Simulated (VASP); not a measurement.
**Si3N4: single point with PBE**

Si3N4:

```xyz
21
Lattice="6.4521 0.2464 0.2758 0.2464 6.2577 0.2387 0.2758 0.2387 5.9735" Properties=species:S:1:pos:R:3 pbc="T T T"
Si    1.2228    4.1635    4.0812
Si    3.4142    5.9872    3.6866
Si    0.7536    1.4746    2.6344
Si    5.1071    3.5837    2.3248
Si    4.6437    1.4170    4.6513
Si    3.9564    3.6397    5.2521
Si    6.7005    2.2841    5.7555
Si    2.5620    0.5892    0.9891
Si    0.8337    4.9672    0.8822
N     1.3068    2.4802    4.2079
N    -0.1806    1.8155    1.3144
N     4.5519    0.2479    3.5279
N     7.5262    0.6601    0.3765
N     1.9875    0.5821    2.5244
N     6.8212    4.2306    2.7190
N     4.5815    3.0675    3.9738
N     3.2643    5.1812    1.5487
N     4.1412    4.0999    0.6908
N     3.6443    1.9236    6.0125
N     2.7205    4.8049    4.5716
N     7.1091    4.6237    5.8781
```

```json
{"Program": "VASP 6.6.1", "Task": "single point", "Functional": "PBE", "Potentials or basis": "VASP PAW PBE potentials, release 64 (Si, N)", "Cutoff": "520 eV", "k mesh": "1 × 1 × 1, shifted", "Occupations": "fermi-dirac, width 0.2482 eV", "Spin": "no spin polarisation", "Dipole correction": "no", "Mended": "yes", "Further INCAR settings": "LREAL = Auto; ALGO = Normal; EDIFF = 1e-06; NBANDS = 64; ISYM = -1"}
```

The pressure is 13.5 GPa and the largest force is 8.643 eV/Å.

Forces in eV/Å, atoms in the order of the input:
```
Si  -1.206 -1.052 -1.379
Si  -7.330 -3.140 -2.997
Si  -4.151  5.772  3.425
Si   2.083 -1.572 -1.710
Si   2.890  1.407  2.184
Si  -5.892  1.748  4.906
Si   1.042 -2.769  2.131
Si  -0.392 -1.949 -4.935
Si   1.907  2.748  2.636
N   -0.669 -2.144 -2.913
N   -3.969  3.036  1.027
N    7.330  2.250  0.648
N   -0.215 -3.588  0.137
N    4.260 -2.483  2.372
N   -0.189  4.372 -1.733
N    3.087 -1.904 -7.845
N    0.651 -1.911 -0.837
N    1.231  2.771  6.538
N    1.157  1.409 -1.478
N    2.404 -0.760 -0.286
N   -4.029 -2.241  0.108
```

Stress tensor (GPa, compression positive):
```
 21.47  -3.21 -12.06
 -3.21  14.41  10.25
-12.06  10.25   4.47
```

Levels at points of the mesh, in eV from the Fermi level:
```
           k point  band 45  band 46  band 47  band 48  band 49  band 50  band 51  band 52
(0.25, 0.25, 0.25)    -1.51    -1.28    -0.95    -0.60     0.52     1.45     2.08     2.42
```

Run time: 54 s on 1 thread of Intel(R) Xeon(R) Platinum 8488C (Sapphire Rapids), with other jobs on the host, peak memory 0.3 GiB.

Caveat: the atoms stand as in a frame of molecular dynamics.
